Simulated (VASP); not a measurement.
# GaAs (rocksalt type) (Fm-3m) in VASP: further runs, part 2 of 2

VASP 6.6.1. Earlier steps stand in the parts before.

## Step 5: Relaxation of cell and atoms, PBE, target pressure 0.043 GPa, at which the enthalpy is minimised

Contents of INCAR:

```
  PREC = Accurate
  ENCUT = 600
  EDIFF = 1E-7
  ISMEAR = -1
  SIGMA = 0.05
  LREAL = F
  LASPH = T
  NELM = 60
  ALGO = Normal
  ISIF = 3
  LWAVE = F
  LCHARG = F
  GGA = PE
  IBRION = 2
  NSW = 60
  EDIFFG = -0.005
  PSTRESS = 0.42999999999999994
```

Contents of KPOINTS:

```
Automatic mesh
0
Gamma
  13 13 13
```

Contents of POSCAR:

```
GaAs
1.0
    0.0000000000      2.6957908136      2.6957908136
    2.6957908136      0.0000000000      2.6957908136
    2.6957908136      2.6957908136      0.0000000000
Ga As
1 1
Direct
    0.0000000000      0.0000000000      0.0000000000
    0.5000000000      0.5000000000      0.5000000000
```

Potentials or basis: VASP PAW PBE potentials, release 64 (Ga_d, As).

On the command line:

```sh
$ cat potpaw_PBE.64/Ga_d/POTCAR potpaw_PBE.64/As/POTCAR > POTCAR
$ mpirun -np 1 vasp_std > vasp.out
```

OUTCAR:

```text
PREC = Accurate
   ENCUT = 600
   EDIFF = 1E-7
   ISMEAR = -1
   LREAL = F
   LASPH = T
   NELM = 60
   ISIF = 3
   GGA = PE
   IBRION = 2
   NSW = 60
   EDIFFG = -0.005
   PSTRESS = 0.42999999999999994

 ion  position               nearest neighbor table
   1  0.000  0.000  0.000-   2 2.70   2 2.70   2 2.70   2 2.70   2 2.70   2 2.70
   2  0.500  0.500  0.500-   1 2.70   1 2.70   1 2.70   1 2.70   1 2.70   1 2.70

  LATTYP: Found a face centered cubic cell.
 ALAT       =     5.3915816272

  Lattice vectors:

 A1 = (   0.0000000000,   2.6957908136,   2.6957908136)
 A2 = (   2.6957908136,   0.0000000000,   2.6957908136)
 A3 = (   2.6957908136,   2.6957908136,   0.0000000000)

Analysis of symmetry for initial positions (statically):
=====================================================================
 Subroutine PRICEL returns:
 Original cell was already a primitive cell.

 Routine SETGRP: Setting up the symmetry group for a
 face centered cubic supercell.

 Subroutine GETGRP returns: Found 48 space group operations
 (whereof 48 operations were pure point group operations)
 out of a pool of 48 trial point group operations.

The static configuration has the point symmetry O_h .

Analysis of symmetry for dynamics (positions and initial velocities):
=====================================================================
 Subroutine PRICEL returns:
 Original cell was already a primitive cell.

 Routine SETGRP: Setting up the symmetry group for a
[... 229 lines left out ...]

 number of electron      17.9999993 magnetization

 Free energy of the ion-electron system (eV)
  ---------------------------------------------------
  ext. energy  EPLUGINS =         0.00000000
  ---------------------------------------------------
  free energy    TOTEN  =        -7.62993580 eV

  energy without entropy =       -7.61810737  energy(sigma->0) =       -7.62402158

 E-fermi :   5.1779     XC(G=0): -10.5909

 val. band max:        5.1648398752   @ k =   0.2308   0.1538   0.0769
 cond. band min:       5.1803432156   @ k =   0.3846   0.1538   0.0769
 fundamental gap:      0.0155033404
 Fermi energy:         5.1779272316

 k-point     1 :       0.0000    0.0000    0.0000
  band No.  band energies     occupation
      1      -9.5601      2.00000
      2      -9.5601      2.00000
      3      -9.5407      2.00000
      4      -9.5407      2.00000
      5      -9.5407      2.00000
      6      -7.8694      2.00000
      7       5.0510      1.85355
      8       5.2386      0.45849
      9       5.2386      0.45848
     10       5.2386      0.45848
     11      12.5108      0.00000
     12      12.5108      0.00000
     13      12.5108      0.00000
[... 354 lines left out ...]
  band No.  band energies     occupation
      1      -9.6186      2.00000
      2      -9.5757      2.00000
      3      -9.5435      2.00000
      4      -9.5197      2.00000
      5      -9.5094      2.00000
      6      -5.6995      2.00000
      7      -1.5485      2.00000
      8       3.7392      2.00000
      9       4.2880      2.00000
     10       6.1744      0.00000
     11      10.0104      0.00000
     12      10.0865      0.00000
     13      11.9906      0.00000

 [... further k-points ...]

------------------------ aborting loop because EDIFF is reached ----------------------------------------

  FORCE on cell =-STRESS in cart. coord.  units (eV):
  Direction    XX          YY          ZZ          XY          YZ          ZX
  --------------------------------------------------------------------------------------
  -------------------------------------------------------------------------------------
  Total        0.0116107      0.0116107      0.0116107     -0.0000000      0.0000000     -0.0000000
  in kB        0.4737277      0.4737277      0.4737277     -0.0000000      0.0000000     -0.0000000
  external PRESSURE =       0.0437277 kB  Pullay stress =       0.4300000 kB
[... 21 lines left out ...]
  energy  without entropy=       -7.6181073678  energy(sigma->0) =       -7.62402158

  enthalpy is  TOTEN    =        -7.6193968201 eV   P V=        0.0105389785

 reached required accuracy - stopping structural energy minimisation
```

OSZICAR:

```text
N       E                     dE             d eps       ncg     rms          rms(c)
DAV:   1     0.826266529801E+02    0.82627E+02   -0.99926E+03  2192   0.219E+03
DAV:   2    -0.152943293301E+01   -0.84156E+02   -0.81430E+02  2364   0.349E+02
DAV:   3    -0.760723688283E+01   -0.60778E+01   -0.59477E+01  2659   0.755E+01
[... 21 lines left out ...]
DAV:   2    -0.762996442521E+01    0.10228E-03   -0.19275E-04  2759   0.312E-01    0.309E-02
DAV:   3    -0.762993828673E+01    0.26138E-04   -0.30995E-05  2774   0.106E-01    0.672E-03
DAV:   4    -0.762993616583E+01    0.21209E-05   -0.23414E-06  2744   0.212E-02    0.245E-03
DAV:   5    -0.762993580288E+01    0.36294E-06   -0.31651E-07  2020   0.890E-03    0.315E-04
DAV:   6    -0.762993579857E+01    0.43151E-08   -0.13400E-08  1132   0.182E-03
   3 F= -.76193968E+01 E0= -.76134826E+01  d E =-.440438E-04
```

CONTCAR:

```text
GaAs
   1.00000000000000
    -0.0000000000000000    2.6977614841071595    2.6977614841071595
     2.6977614841071595   -0.0000000000000000    2.6977614841071595
     2.6977614841071595    2.6977614841071595   -0.0000000000000000
  Ga              As
     1     1
Direct
     0.0000000000000000    0.0000000000000000    0.0000000000000000
     0.5000000000000000    0.5000000000000000    0.5000000000000000

  0.00000000E+00  0.00000000E+00  0.00000000E+00
  0.00000000E+00  0.00000000E+00  0.00000000E+00
```

Wall time 85 s (1 thread of Intel Xeon 6975P-C, shared host); peak memory 0.22 GiB.

Results:

- Free energy: -7.6299 eV
- Relaxed volume: 19.63 Å³/atom
- Relaxed cell: a = 3.815 Å, b = 3.815 Å, c = 3.815 Å, α = 60.00°, β = 60.00°, γ = 60.00°
- Space group after relaxing (to 0.05 Å): Fm-3m (No. 225)
- Energy change on relaxing (the enthalpy is what falls): -0.0 meV/atom
- Ionic steps: 3
- Pressure after relaxing: 0.0 GPa
- Band gap on the k mesh: zero (band 9 reaches 5.80 eV, above the bottom of band 10 at 2.72 eV)

Final structure:
```xyz
2
Lattice="0.0000 2.6978 2.6978 2.6978 0.0000 2.6978 2.6978 2.6978 0.0000" Properties=species:S:1:pos:R:3 pbc="T T T"
Ga    0.0000    0.0000    0.0000
As    2.6978    2.6978    2.6978
```

Caveat: the cell is relaxed towards a set pressure, so the enthalpy falls and the energy may rise.

## Step 6: Overview

```csv
task,cell,k mesh,cutoff (eV),gap on the mesh (eV),pressure (GPa)
single point,"a = 3.812 Å, angles 60.0°, 2 atoms",13 × 13 × 13,520,none,0.2
single point,"a = 3.812 Å, angles 60.0°, 2 atoms",14 × 14 × 14,520,none,0.2
relaxation of cell and atoms,"relaxed from a = 3.549 Å, angles 60.0°, 2 atoms",14 × 14 × 14,600,none,0.0
relaxation of cell and atoms,"relaxed to 0.043 GPa from a = 3.812 Å, angles 60.0°, 2 atoms",13 × 13 × 13,600,none,0.0
```

Alike in all rows: level PBE; potentials or basis VASP PAW PBE potentials, release 64 (Ga_d, As); no spin polarisation; smearing fermi-dirac 0.05 eV.

Caveats: the volume moved by over 15 % at a fixed basis, so the end points are rough (some runs); the cell is relaxed towards a set pressure, so the enthalpy falls and the energy may rise (some runs).

Total energies depend on the potentials used, so only differences within one code and one set of settings carry meaning.
